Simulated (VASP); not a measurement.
Runs of VASP 6.6.1 on CoO. The typed cell holds 4 atoms: a = 3.198 Å, b = 3.198 Å, c = 5.229 Å, α = 90.00°, β = 90.00°, γ = 120.00°. 

```csv
task,level,potentials or basis,spin,U,fixed moment (μB),cell,k mesh,cutoff (eV),smearing,gap on the mesh (eV),pressure (GPa),moment (μB),largest force (eV/Å)
relaxation of cell and atoms,PBEsol,"VASP PAW PBE potentials, release 64 (Co, O)","collinear, ferromagnetic start",-,-,relaxed,10 × 10 × 5,600,fermi-dirac 0.05 eV,none,0.0,3.64,-
single point,PBE,"VASP PAW PBE potentials, release 64 (Co_sv, O)","collinear, zero start",-,0.0,as given,8 × 8 × 5,700,fermi-dirac 0.05 eV,-,(b),0.00,0.13
electric field gradients,LDA,"VASP PAW LDA potentials, release 64 (Co_sv, O)","collinear, ferromagnetic start",-,-,as given,10 × 10 × 5,520,gaussian 0.1 eV,none,(a),5.37,0.25
single point,LDA+U,"VASP PAW LDA potentials, release 64 (Co_sv, O)","collinear, antiferromagnetic start",Co d U = 5.3 eV,-,as given,10 × 10 × 5,700,gaussian 0.1 eV,1.19,-2.8,0.00,0.16
```

Question: Estimate the missing entries.

Answer: (a) -17.8; (b) -15.5.

Caveats: semilocal functionals often make such compounds metallic where correlation or magnetic order opens a gap, which also shifts bond lengths (at least some runs); the PAW data sets were made with another functional, which shifts forces and pressure a little (at least some runs); the stress differs along the axes, from -18 to -10 GPa (at least some runs); the total moment is fixed, so each spin has its own Fermi level (at least some runs); the cell stands under tension (at least some runs).

A k mesh can miss the band edges.

A gap of «none» marks levels without a gap at the run's occupations.

The runs don't all hold the same shells in valence.
